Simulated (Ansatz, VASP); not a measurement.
## Cd: VASP beside Ansatz

```
CELL_PARAMETERS angstrom
2.93831 0.00000 0.00000
-1.46916 2.54465 0.00000
0.00000 0.00000 5.67479
ATOMIC_POSITIONS crystal
Cd 0.33333 0.66667 0.25000
Cd 0.66667 0.33333 0.75000
```

Alike in both runs: functional PBEsol; k mesh 14 × 14 × 6; occupations fermi-dirac, width 0.1 eV; no spin polarisation.

Ansatz relaxed the structure, and its values are those at the end. VASP's run is a single point on that final structure, the one shown.

```csv
,VASP,Ansatz
version,VASP 6.6.1,Ansatz 0.2.0
potentials or method,"VASP PAW PBE potentials, release 64 (Cd)","PAW with Ansatz's default frozen-core files, scalar-relativistic"
plane-wave cutoff (eV),520,420
valence electrons in the cell,24,40
```

Ansatz gave:

```
pressure (GPa) : 0.0
```

Which values does VASP return?

Pressure (GPa): 0.4.

VASP's potentials were made for PBE, not for PBEsol. VASP's potentials hold 24 valence electrons a cell and Ansatz's 40, so a difference there can come from the potentials and not from the codes.
